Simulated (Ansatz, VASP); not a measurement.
## One calculation of NaCl, two programs

```
CELL_PARAMETERS angstrom
-0.01541 -3.90676 -0.04547
-7.72248 -0.03082 0.00261
0.00427 -0.14870 -12.46353
ATOMIC_POSITIONS crystal
Na 0.47911 0.74385 0.75044
Na 0.52341 0.73253 0.25078
Na 0.48053 0.25226 0.74842
Na 0.45953 0.24388 0.24771
Cl 0.02048 0.01195 0.74210
Cl 0.01505 0.99858 0.25201
Cl 0.99305 0.49337 0.74494
Cl 0.02884 0.52358 0.26361
```

Change from the starting cell: cell x4, atoms moved at random (sigma 0.1 Å) and cell strained at random (1.5 %), then relaxed without symmetry.

Alike in both runs: task relaxation of cell and atoms; functional PBE; k mesh 4 × 2 × 1; occupations gaussian, width 0.1 eV; no spin polarisation.

|  | VASP | Ansatz |
| --- | --- | --- |
| version | VASP 6.6.1 | Ansatz 0.2.0 |
| potentials or method | VASP PAW PBE potentials, release 64 (Na_pv, Cl), cutoff 600 eV | scalar-relativistic, plane waves, PAW |
| valence electrons in the cell | 56 | 64 |

Ansatz gave:

```
gap on the k mesh at the Fermi level, each at its own relaxed structure (eV) : 4.57
relaxed volume (Å³/atom)                                                     : 46.39
relaxed cell length with the largest relative difference (Å)                 : 12.516
```

Q: What did VASP give for the same quantities?

A: gap on the k mesh at the Fermi level, each at its own relaxed structure (eV): 4.57; relaxed volume (Å³/atom): 46.16; relaxed cell length with the largest relative difference (Å): 12.477.

VASP's potentials hold 56 valence electrons a cell and Ansatz's 64, so a difference there can come from the potentials and not from the codes.

The k mesh is coarse, so the values compare programs but aren't converged.
